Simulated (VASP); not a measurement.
Input of a VASP 6.6.1 run:

INCAR

```
SYSTEM = SiC
PREC = Accurate ; ENCUT = 520
EDIFF = 1E-6 ; ISMEAR = -1
SIGMA = 0.1 ; LREAL = .False.
LASPH = .True. ; NELM = 120
ALGO = Normal ; ISIF = 2
LWAVE = .False. ; LCHARG = .True.
LDIPOL = .True. ; IDIPOL = 3
DIPOL = 0.5 0.5 0.500 ; GGA = PS
IVDW = 12 ; LELF = .True.
LVHAR = .True. ; LVACPOTAV = .True.
NBANDS = 21 ; GGA_COMPAT = .False.
NELMDL = -8
```

Contents of KPOINTS:

```
regular mesh
0
Gamma
  5 5 1
  0 0 0
```

POSCAR

```
SiC
1.0
    3.0815713524      0.0000000000      0.0000000000
    1.5407856762      2.6687190748      0.0000000000
    0.0000000000      0.0000000000     19.6612080645
Si C
3 3
Direct
    0.0000000000      0.0000000000      0.3560310220
    0.3333333333      0.3333333333      0.4840034469
    0.6666666667      0.6666666667      0.6119758718
    0.3333333333      0.3333333333      0.3880241282
    0.6666666667      0.6666666667      0.5159965531
    0.0000000000      0.0000000000      0.6439689780
```

Potentials or basis: VASP PAW PBE potentials, release 64 (Si, C).

The run is started by

```console
$ cat potpaw_PBE.64/Si/POTCAR potpaw_PBE.64/C/POTCAR > POTCAR
$ mpirun -np 1 vasp_std > vasp.out
```

Task: What does it give for the dispersion energy per atom?

Result: -0.170 eV.

Task: Estimate the largest force.

Result: 2.896 eV/Å.

Forces on the atoms (eV/Å):
```
Si   0.000  0.000  0.728
Si   0.000  0.000  0.956
Si   0.000  0.000  2.896
C    0.000  0.000 -1.122
C    0.000  0.000 -1.107
C    0.000  0.000 -2.351
```

Caveat: the k points lie up to 0.47 Å⁻¹ apart; three body term missing; the PAW data sets were made with another functional, which shifts forces and pressure a little.
